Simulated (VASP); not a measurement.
# TaF3: single point with PBE

TaF3:

```xyz
4
Lattice="3.5536 0.0000 0.0000 0.0000 3.5536 0.0000 0.0000 0.0000 4.0404" Properties=species:S:1:pos:R:3 pbc="T T T"
Ta    1.7768    1.7768    2.0202
F     0.0000    1.7768    2.9941
F     1.7768    0.0000    1.0463
F     1.7768    1.7768    0.0000
```

The cell was generated, and may not be a known phase.

- Program: VASP 6.6.1
- Task: single point
- Functional: PBE
- Potentials or basis: VASP PAW PBE potentials, release 64 (Ta_pv, F)
- Cutoff: 520 eV
- k mesh: 6 × 6 × 4
- Occupations: gaussian, width 0.1 eV
- Spin: collinear spin
- Starting moments: [1.0, 0.0, 0.0, 0.0] μB
- Dipole correction: no
- Further INCAR settings: ALGO = Normal; EDIFF = 1e-06; NBANDS = 28

```yaml
Pressure: 29.0 GPa
Largest_force: 2.015 eV/Å
Net_moment: 1.79 μB per cell
Site_moments: Ta +1.16; F +0.06, +0.02 (each value once) μB
Valence_electrons_inside_the_program's_atomic_spheres: Ta 8.78; F 6.13, 6.19 (each value once)
```

Forces on the atoms (eV/Å):
```
Ta   0.000  0.000  0.000
F    0.000  0.000 -2.015
F    0.000  0.000  2.015
F    0.000  0.000  0.000
```

Stress tensor (GPa, compression positive):
```
34.00  0.00  0.00
 0.00 34.00  0.00
 0.00  0.00 18.92
```

Levels at points of the mesh, in eV from the Fermi level:
Spin up:
```
           k point  band 15  band 16  band 17  band 18  band 19  band 20
(0.00, 0.00, 0.00)    -6.02    -1.54    -0.85     0.39     2.17     2.17
(0.50, 0.00, 0.00)    -5.75    -0.96    -0.53     0.24     1.54     1.85
(0.50, 0.50, 0.00)    -6.01    -1.42    -1.42    -0.31     1.35     2.69
(0.00, 0.00, 0.50)    -5.59    -0.80    -0.09     1.05     2.52     2.52
(0.50, 0.00, 0.50)    -5.73    -0.63     0.21     1.18     2.20     2.76
(0.50, 0.50, 0.50)    -6.25    -0.35    -0.11    -0.11     2.36     3.39
```
Spin down:
```tsv
k point	band 13	band 14	band 15	band 16	band 17	band 18
(0.00, 0.00, 0.00)	-7.50	-5.87	-5.87	-0.60	1.03	1.21
(0.50, 0.00, 0.00)	-7.29	-6.27	-5.64	0.08	1.18	1.20
(0.50, 0.50, 0.00)	-7.11	-5.88	-5.88	-0.35	-0.35	1.21
(0.00, 0.00, 0.50)	-7.61	-5.50	-5.50	0.93	1.09	1.83
(0.50, 0.00, 0.50)	-7.72	-5.96	-5.65	1.10	1.23	2.07
(0.50, 0.50, 0.50)	-7.75	-6.11	-6.11	0.93	0.93	1.15
```

It took 83 s on 1 thread of Intel Xeon 8259CL, on a shared host, peak memory 0.21 GiB.

Caveat: the k points lie up to 0.39 Å⁻¹ apart; spin-orbit coupling is left out, which moves the levels of the heavy elements; forces of over 1 eV/Å act on the atoms, so gaps and moduli don't describe the material at rest.
